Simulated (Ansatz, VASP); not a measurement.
## K3I2Br in VASP and in Ansatz

```xyz
6
Lattice="4.8288 0.0000 0.0000 -2.4144 4.1819 0.0000 0.0000 0.0000 11.1053" Properties=species:S:1:pos:R:3 pbc="T T T"
K     0.0000    0.0000    5.5526
K     0.0000    2.7879    1.6586
K     2.4144    1.3940    9.4467
I     0.0000    2.7879    7.5014
I     2.4144    1.3940    3.6039
Br    0.0000    0.0000    0.0000
```

Alike in both runs: functional LDA; k mesh 6 × 6 × 2; occupations gaussian, width 0.05 eV; no spin polarisation.

Ansatz relaxed the structure, and its values are those at the end. VASP's run is a single point on that final structure, the one shown.

|  | VASP | Ansatz |
| --- | --- | --- |
| version | VASP 6.6.1 | Ansatz 0.2.0 |
| potentials or method | VASP PAW LDA potentials, release 64 (K_sv, I, Br), cutoff 520 eV | scalar-relativistic, plane waves, PAW |
| valence electrons in the cell | 48 | 68 |

VASP gave:

| Quantity | Value |
| --- | --- |
| gap on the k mesh at the Fermi level (eV) | 3.82 |
| least direct gap on the mesh (eV) | 3.82 |
| pressure (GPa) | -0.1 |

Question: Estimate Ansatz's values.

Answer: gap on the k mesh at the Fermi level (eV): 3.81; least direct gap on the mesh (eV): 3.81; pressure (GPa): -0.2.

LDA's correlation is that of Perdew and Zunger in VASP and of Perdew and Wang (1992) in Ansatz. VASP's potentials hold 48 valence electrons a cell and Ansatz's 68, so a difference there can come from the potentials and not from the codes. Ansatz's warnings: stress scf threshold loose.

Spin-orbit coupling is off throughout.
